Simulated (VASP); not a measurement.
# GaN (Fm-3m) in VASP: further runs

Aim: see how the results for GaN move with the level of theory and the settings. Levels: PBEsol, PBE. Tasks: vibrations by perturbation theory, dielectric tensor.

Program: VASP 6.6.1. These are calculated values, not measurements. Logs are shortened: lines on timing, memory, paths and dates and some standing lists are left out, and cuts for length are marked.

### 1 The cell of the first run

Symmetry: Fm-3m, No. 225, cubic system. Conventional cell: a = 4.219 Å, b = 4.219 Å, c = 4.219 Å, α = 90.00°, β = 90.00°, γ = 90.00°. Ga (site symmetry m-3m) has 6 N at 2.11 Å within 2.8 Å. N (site symmetry m-3m) has 6 Ga at 2.11 Å within 2.8 Å.

### 2 Vibrations by perturbation theory, PBEsol

Contents of INCAR:

```
SYSTEM = GaN
  PREC = Accurate
  ENCUT = 520
  EDIFF = 1E-8
  ISMEAR = 0
  SIGMA = 0.01
  LREAL = .False.
  LASPH = .True.
  NELM = 60
  ALGO = Normal
  ISIF = 2
  LWAVE = .False.
  LCHARG = .False.
  GGA = PS
  IBRION = 8
  NSW = 1
  LEPSILON = .True.
```

Contents of KPOINTS:

```
Automatic mesh
0
Gamma
  8 8 8
  0 0 0
```

Contents of POSCAR:

```
GaN
1.0
    0.0000000000      2.1097329883      2.1097329883
    2.1097329883      0.0000000000      2.1097329883
    2.1097329883      2.1097329883      0.0000000000
Ga N
1 1
Direct
    0.5000000000      0.5000000000      0.5000000000
    0.0000000000      0.0000000000      0.0000000000
```

Potentials or basis: VASP PAW PBE potentials, release 64 (Ga_d, N).

On the command line:

```console
$ cat potpaw_PBE.64/Ga_d/POTCAR potpaw_PBE.64/N/POTCAR > POTCAR
$ mpirun -np 1 vasp_std > vasp.out
```

OUTCAR:

```text
SYSTEM = GaN
   PREC = Accurate
   ENCUT = 520
   EDIFF = 1E-8
   ISMEAR = 0
   LREAL = .False.
   LASPH = .True.
   NELM = 60
   ISIF = 2
   GGA = PS
   IBRION = 8
   NSW = 1
   LEPSILON = .True.

 ion  position               nearest neighbor table
   1  0.500  0.500  0.500-   2 2.11   2 2.11   2 2.11   2 2.11   2 2.11   2 2.11
   2  0.000  0.000  0.000-   1 2.11   1 2.11   1 2.11   1 2.11   1 2.11   1 2.11

  LATTYP: Found a face centered cubic cell.
 ALAT       =     4.2194659766

  Lattice vectors:

 A1 = (   0.0000000000,   2.1097329883,   2.1097329883)
 A2 = (   2.1097329883,   0.0000000000,   2.1097329883)
 A3 = (   2.1097329883,   2.1097329883,   0.0000000000)

Analysis of symmetry for initial positions (statically):
=====================================================================
 Subroutine PRICEL returns:
 Original cell was already a primitive cell.

 Routine SETGRP: Setting up the symmetry group for a
 face centered cubic supercell.

 Subroutine GETGRP returns: Found 48 space group operations
 (whereof 48 operations were pure point group operations)
 out of a pool of 48 trial point group operations.

The static configuration has the point symmetry O_h .

Analysis of symmetry for dynamics (positions and initial velocities):
=====================================================================
 Subroutine PRICEL returns:
 Original cell was already a primitive cell.

 Routine SETGRP: Setting up the symmetry group for a
 face centered cubic supercell.

 Subroutine GETGRP returns: Found 48 space group operations
 (whereof 48 operations were pure point group operations)
 out of a pool of 48 trial point group operations.

The dynamic configuration has the point symmetry O_h .

 Subroutine INISYM returns: Found 48 space group operations
 (whereof 48 operations are pure point group operations),
 and found     1 'primitive' translations

----------------------------------------------------------------------------------------

                                     Primitive cell

  volume of cell :      18.7807

  direct lattice vectors                    reciprocal lattice vectors
     0.000000000  2.109732988  2.109732988    -0.236996816  0.236996816  0.236996816
     2.109732988  0.000000000  2.109732988     0.236996816 -0.236996816  0.236996816
     2.109732988  2.109732988  0.000000000     0.236996816  0.236996816 -0.236996816

  length of vectors
     2.983613005  2.983613005  2.983613005     0.410490526  0.410490526  0.410490526

  position of ions in fractional coordinates (direct lattice)
     0.500000000  0.500000000  0.500000000
     0.000000000  0.000000000  0.000000000

  ion indices of the primitive-cell ions
   primitive index   ion index
                 1           1
                 2           2

----------------------------------------------------------------------------------------

 KPOINTS: Automatic mesh

Automatic generation of k-mesh.
 Grid dimensions read from file:
[... 536 lines left out ...]
 ------------------------------------------------------

 Free energy of the ion-electron system (eV)
  ---------------------------------------------------
  ---------------------------------------------------
  free energy    TOTEN  =        -0.40510072 eV

  energy without entropy =       -0.40510072

------------------------ aborting loop because EDIFF is reached ----------------------------------------

--------------------------------------- Ionic step        2  -------------------------------------------

------------------------ aborting loop because EDIFF is reached ----------------------------------------

--------------------------------------- Ionic step        3  -------------------------------------------

------------------------ aborting loop because EDIFF is reached ----------------------------------------

 PIEZOELECTRIC TENSOR FIELD DIRECTION 3  (e Angst)
 -----------------------------------------------------------------------------
     0.00057  0.00000  0.00000           ( -0.00001  0.00000  0.00000)
     0.00000  0.00057  0.00000           (  0.00000 -0.00001  0.00000)
     0.00000 -0.00000 -0.00115           (  0.00000  0.00000 -0.00002)

 PIEZOELECTRIC TENSOR FIELD DIRECTION 3  (C/m^2)
 -----------------------------------------------------------------------------
     0.00049  0.00000  0.00000
     0.00000  0.00049  0.00000
     0.00000 -0.00000 -0.00098

--------------------------------------- Ionic step        4  -------------------------------------------

------------------------ aborting loop because EDIFF is reached ----------------------------------------

[... ionic steps 5 to 6 ...]

--------------------------------------- Ionic step        7  -------------------------------------------

 Free energy of the ion-electron system (eV)
  ---------------------------------------------------
  ---------------------------------------------------
  free energy    TOTEN  =        -0.23036757 eV

  energy without entropy =       -0.23036757

------------------------ aborting loop because EDIFF is reached ----------------------------------------

 INTERNAL STRAIN TENSOR  FOR ION    2  DIRECTION 1   (eV/Angst):
 -----------------------------------------------------------------------------
    -0.09990  0.00000  0.00000
     0.00000  0.02148  0.00000
    -0.00000  0.00000  0.02148

 MACROSCOPIC STATIC DIELECTRIC TENSOR (including local field effects in DFT)
 ------------------------------------------------------
           8.419741     0.000000    -0.000000
           0.000000     8.419741    -0.000000
           0.000000     0.000000     8.419741
 ------------------------------------------------------

 PIEZOELECTRIC TENSOR (including local field effects)  for field in x, y, z        (e  Angst)
          XX          YY          ZZ          XY          YZ          ZX
  --------------------------------------------------------------------------------
  x     0.00000     0.00000     0.00000     0.00000     0.00000     0.00000
  y     0.00000     0.00000     0.00000     0.00000     0.00000     0.00000
  z     0.00000     0.00000     0.00000     0.00000     0.00000     0.00000

 PIEZOELECTRIC TENSOR (including local field effects)  for field in x, y, z        (C/m^2)
          XX          YY          ZZ          XY          YZ          ZX
  --------------------------------------------------------------------------------
  x     0.00000     0.00000     0.00000     0.00000     0.00000     0.00000
  y     0.00000     0.00000     0.00000     0.00000     0.00000     0.00000
  z     0.00000     0.00000     0.00000     0.00000     0.00000     0.00000

 BORN EFFECTIVE CHARGES (including local field effects) (in |e|, cummulative output)
 ---------------------------------------------------------------------------------
 ion    1
    1     3.57702     0.00000     0.00000
    2     0.00000     3.57702     0.00000
    3    -0.00000    -0.00000     3.57702
 ion    2
    1    -3.57702    -0.00000    -0.00000
    2    -0.00000    -3.57702    -0.00000
    3     0.00000     0.00000    -3.57702

 INTERNAL STRAIN TENSOR FOR ION    2 for displacements in x,y,z  (eV/Angst):
          X           Y           Z          XY          YZ          ZX
  --------------------------------------------------------------------------------
  x     0.00000     0.00000     0.00000     0.00000     0.00000     0.00000
  y     0.00000     0.00000     0.00000     0.00000     0.00000     0.00000
  z     0.00000     0.00000     0.00000     0.00000     0.00000     0.00000

 SECOND DERIVATIVES (NOT SYMMETRIZED)
 ------------------------------------
               1X          1Y          1Z          2X          2Y          2Z
  1X    -2.548346    0.000000    0.000000    2.548346    0.000000    0.000000
  1Y     0.000000   -2.548346    0.000000    0.000000    2.548346    0.000000
  1Z     0.000000    0.000000   -2.548346    0.000000    0.000000    2.548346
  2X     2.533495    0.000000    0.000000   -2.533495    0.000000    0.000000
  2Y     0.000000    2.533495    0.000000    0.000000   -2.533495    0.000000
  2Z     0.000000    0.000000    2.533495    0.000000    0.000000   -2.533495

 Eigenvectors and eigenvalues of the dynamical matrix
 ----------------------------------------------------

   1 f  =    7.290901 THz    45.810080 2PiTHz  243.198267 cm-1    30.152729 meV
             X         Y         Z           dx          dy          dz
      2.109733  2.109733  2.109733     0.000000    0.409932    0.000000
      0.000000  0.000000  0.000000     0.000000   -0.912116    0.000000
[... 21 lines left out ...]
   6 f/i=    0.007966 THz     0.050055 2PiTHz    0.265734 cm-1     0.032947 meV
             X         Y         Z           dx          dy          dz
      2.109733  2.109733  2.109733     0.000000    0.000000    0.912116
      0.000000  0.000000  0.000000     0.000000    0.000000    0.409932

--------------------------------------------------------------------------------------------------------

 MACROSCOPIC STATIC DIELECTRIC TENSOR IONIC CONTRIBUTION
 ------------------------------------------------------
          48.518183     0.000000     0.000000
           0.000000    48.518183     0.000000
           0.000000     0.000000    48.518183
 ------------------------------------------------------

 ELASTIC MODULI CONTR FROM IONIC RELAXATION (kBar)
 Direction    XX          YY          ZZ          XY          YZ          ZX
 --------------------------------------------------------------------------------
 XX           0.0000      0.0000      0.0000      0.0000      0.0000      0.0000
 YY           0.0000      0.0000      0.0000      0.0000      0.0000      0.0000
 ZZ           0.0000      0.0000      0.0000      0.0000      0.0000      0.0000
 XY           0.0000      0.0000      0.0000      0.0000      0.0000      0.0000
 YZ           0.0000      0.0000      0.0000      0.0000      0.0000      0.0000
 ZX           0.0000      0.0000      0.0000      0.0000      0.0000      0.0000
 --------------------------------------------------------------------------------

 PIEZOELECTRIC TENSOR IONIC CONTR  for field in x, y, z        (C/m^2)
          XX          YY          ZZ          XY          YZ          ZX
  --------------------------------------------------------------------------------
  x     0.00000     0.00000     0.00000     0.00000     0.00000     0.00000
  y     0.00000     0.00000     0.00000     0.00000     0.00000     0.00000
  z     0.00000     0.00000     0.00000     0.00000     0.00000     0.00000
```

It took 1.9 min on 1 thread of Intel Xeon Platinum 8488C (Sapphire Rapids), shared host; peak memory 0.17 GiB.

What came out:

- Electronic dielectric tensor (diagonal): 8.42
- Born charges (mean of the diagonal): Ga +3.58; N -3.58 e
- Highest phonon frequency at Γ, LO-TO splitting left out: 243 cm⁻¹

Phonon frequencies in cm⁻¹ (negative: imaginary):
```csv
q point,frequencies
"(0.000, 0.000, 0.000)",0 0 0 243 243 243
```

Electronic dielectric tensor:
```
8.42 0.00 0.00
0.00 8.42 0.00
0.00 0.00 8.42
```

Born effective charge tensors (e):
atom 1, Ga
```
3.58 0.00 0.00
0.00 3.58 0.00
0.00 0.00 3.58
```
atom 2, N
```
-3.58  0.00  0.00
 0.00 -3.58  0.00
 0.00  0.00 -3.58
```

### 3 Dielectric tensor, PBE

Contents of INCAR:

```
PREC = Accurate
ENCUT = 520
EDIFF = 1E-8
ISMEAR = 0
SIGMA = 0.01
LREAL = False
LASPH = True
NELM = 60
ALGO = Normal
ISIF = 2
LWAVE = False
LCHARG = False
GGA = PE
LEPSILON = True
```

Contents of KPOINTS:

```
Automatic mesh
0
Gamma
  8 8 8
```

Contents of POSCAR:

```
GaN
1.0
    0.0000000000      2.1085153661      2.1085153661
    2.1085153661      0.0000000000      2.1085153661
    2.1085153661      2.1085153661      0.0000000000
Ga N
1 1
Direct
    0.5000000000      0.5000000000      0.5000000000
    0.0000000000      0.0000000000      0.0000000000
```

Potentials or basis: VASP PAW PBE potentials, release 64 (Ga_d, N).

On the command line:

```console
$ cat potpaw_PBE.64/Ga_d/POTCAR potpaw_PBE.64/N/POTCAR > POTCAR
$ mpirun -np 1 vasp_std > vasp.out
```

OUTCAR:

```text
PREC = Accurate
   ENCUT = 520
   EDIFF = 1E-8
   ISMEAR = 0
   LREAL = False
   LASPH = True
   NELM = 60
   ISIF = 2
   GGA = PE
   LEPSILON = True

 ion  position               nearest neighbor table
   1  0.500  0.500  0.500-   2 2.11   2 2.11   2 2.11   2 2.11   2 2.11   2 2.11
   2  0.000  0.000  0.000-   1 2.11   1 2.11   1 2.11   1 2.11   1 2.11   1 2.11

  LATTYP: Found a face centered cubic cell.
 ALAT       =     4.2170307322

  Lattice vectors:

 A1 = (   0.0000000000,   2.1085153661,   2.1085153661)
 A2 = (   2.1085153661,   0.0000000000,   2.1085153661)
 A3 = (   2.1085153661,   2.1085153661,   0.0000000000)

Analysis of symmetry for initial positions (statically):
[... 630 lines left out ...]
     0.00048  0.00000  0.00000
     0.00000  0.00048  0.00000
     0.00000 -0.00000 -0.00092

 MACROSCOPIC STATIC DIELECTRIC TENSOR (including local field effects in DFT)
 ------------------------------------------------------
           8.279426     0.000000    -0.000000
           0.000000     8.279426    -0.000000
          -0.000000     0.000000     8.279426
 ------------------------------------------------------

 PIEZOELECTRIC TENSOR (including local field effects)  for field in x, y, z        (e  Angst)
          XX          YY          ZZ          XY          YZ          ZX
  --------------------------------------------------------------------------------
  x     0.00000     0.00000     0.00000     0.00000     0.00000     0.00000
  y     0.00000     0.00000     0.00000     0.00000     0.00000     0.00000
  z     0.00000     0.00000     0.00000     0.00000     0.00000     0.00000

 PIEZOELECTRIC TENSOR (including local field effects)  for field in x, y, z        (C/m^2)
          XX          YY          ZZ          XY          YZ          ZX
  --------------------------------------------------------------------------------
  x     0.00000     0.00000     0.00000     0.00000     0.00000     0.00000
  y     0.00000     0.00000     0.00000     0.00000     0.00000     0.00000
  z     0.00000     0.00000     0.00000     0.00000     0.00000     0.00000

 BORN EFFECTIVE CHARGES (including local field effects) (in |e|, cummulative output)
 ---------------------------------------------------------------------------------
 ion    1
    1     3.57842     0.00000    -0.00000
    2    -0.00000     3.57842     0.00000
    3     0.00000     0.00000     3.57842
 ion    2
    1    -3.57842    -0.00000     0.00000
    2     0.00000    -3.57842    -0.00000
    3    -0.00000    -0.00000    -3.57842
```

OSZICAR:

```text
N       E                     dE             d eps       ncg     rms          rms(c)
DAV:   1     0.823239964638E+02    0.82324E+02   -0.94871E+03   786   0.264E+03
[... 13 lines left out ...]
RMM:   5    -0.400408654531E+00   -0.10458E-02   -0.26173E-04  2900   0.172E-01    0.955E-03
RMM:   6    -0.400808273749E+00   -0.39962E-03   -0.21208E-05  3048   0.474E-02    0.660E-03
RMM:   7    -0.400857705264E+00   -0.49432E-04   -0.20739E-06  2948   0.144E-02    0.169E-03
RMM:   8    -0.400923284947E+00   -0.65580E-04   -0.26439E-07  2942   0.512E-03    0.525E-04
RMM:   9    -0.400917518921E+00    0.57660E-05   -0.45110E-08  2976   0.186E-03    0.592E-05
RMM:  10    -0.400914873720E+00    0.26452E-05   -0.59388E-09  2970   0.564E-04    0.208E-05
RMM:  11    -0.400914811526E+00    0.62194E-07   -0.82269E-10  2191   0.186E-04    0.922E-06
```

It took 85 s on 1 thread of Intel Xeon Platinum 8488C (Sapphire Rapids), shared host; peak memory 0.17 GiB.

What came out:

| Item | Value |
| --- | --- |
| Band gap on the k mesh | 0.65 eV, indirect (least direct gap 2.83 eV) |
| Electronic dielectric tensor (diagonal) | 8.28 |
| Born charges (mean of the diagonal) | Ga +3.58; N -3.58 e |

Levels at points of the mesh, in eV from the valence-band top:
```csv
k point,band 5,band 6,band 7,band 8,band 9,band 10,band 11,band 12,band 13
"(0.00, 0.00, 0.00)",-13.88,-13.88,-0.50,-0.50,-0.50,2.33,14.78,14.78,14.78
"(0.50, 0.00, 0.00)",-13.74,-13.74,-8.27,-0.15,-0.15,4.74,9.15,9.15,9.51
"(0.50, 0.50, 0.00)",-13.68,-10.96,-7.16,-3.05,-3.05,0.65,7.85,12.01,14.61
```

Electronic dielectric tensor:
```
8.28 0.00 0.00
0.00 8.28 0.00
0.00 0.00 8.28
```

Born effective charge tensors (e):
atom 1, Ga
```
3.58 0.00 0.00
0.00 3.58 0.00
0.00 0.00 3.58
```
atom 2, N
```
-3.58  0.00  0.00
 0.00 -3.58  0.00
 0.00  0.00 -3.58
```

Caveat: the gap is small at this level, which inflates the dielectric constant.
